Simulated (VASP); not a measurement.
Crystal: CO2.

```
O C
1.0
    -1.97473    1.97473    3.01406
     1.97473   -1.97473    3.01406
     1.97473    1.97473   -3.01406
O C
4 2
Direct
  0.87500 0.95980 0.58480
  0.37500 0.29020 0.41520
  0.04020 0.62500 0.91520
  0.70980 0.12500 0.08480
  0.00000 0.00000 0.00000
  0.75000 0.25000 0.50000
```

| Item | Value |
| --- | --- |
| Program | VASP 6.6.1 |
| Task | relaxation of cell and atoms |
| Functional | PBEsol |
| Potentials or basis | VASP PAW PBE potentials, release 64 (O, C) |
| Cutoff | 600 eV |
| k mesh | 9 × 9 × 9 |
| Occupations | fermi-dirac, width 0.05 eV |
| Spin | no spin polarisation |

At the start: pressure -5.4 GPa; volume 7.84 Å³/atom.

Problem. How do energy, volume and symmetry change on relaxing?

Solution. Over 5 steps the energy falls by 3.6 meV/atom and the volume is 7.62 Å³/atom (-2.8 %); space group I-42d (No. 122, to 0.1 Å) before and after.

The path:
```tsv
step	energy change (eV)	largest force (eV/Å)	pressure (GPa)	volume (Å³)
1	0.0000	0.1232	-5.41	47.01
2	0.0057	0.5582	6.26	45.24
3	-0.0154	0.1822	-0.27	46.18
4	-0.0207	0.0763	-0.16	45.90
5	-0.0217	0.0031	-0.05	45.72
```

Final structure:
```yaml
crystal:
  lattice:
    - [-1.96279, 1.96279, 2.96672]
    - [1.96279, -1.96279, 2.96672]
    - [1.96279, 1.96279, -2.96672]
  atoms:
    - { symbol: O, position: [0.87500, 0.95743, 0.58243] }
    - { symbol: O, position: [0.37500, 0.29257, 0.41757] }
    - { symbol: O, position: [0.04257, 0.62500, 0.91757] }
    - { symbol: O, position: [0.70743, 0.12500, 0.08243] }
    - { symbol: C, position: [0.00000, 0.00000, 0.00000] }
    - { symbol: C, position: [0.75000, 0.25000, 0.50000] }
```

Caveat: the PAW data sets were made with another functional, which shifts forces and pressure a little.
